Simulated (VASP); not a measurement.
Ag:

```
CELL_PARAMETERS angstrom
0.00000 2.04275 2.04275
2.04275 0.00000 2.04275
2.04275 2.04275 0.00000
ATOMIC_POSITIONS crystal
Ag 0.00000 0.00000 0.00000
```

Base run:

```yaml
Program: VASP 6.6.1
Functional: r2SCAN
Potentials_or_basis: VASP PAW PBE potentials, release 64 (Ag)
Cutoff: 520 eV
k_mesh: 18 × 18 × 18
Occupations: methfessel-paxton, width 0.05 eV
Spin: no spin polarisation
```

Its results: pressure 1.6 GPa.

Task: The run is repeated on the same cell with these changes: k mesh from 18 × 18 × 18 to 8 × 8 × 8. What comes out?

Result: Pressure 2.2 GPa.

Caveats: the PAW data sets were made with another functional, which shifts forces and pressure a little.
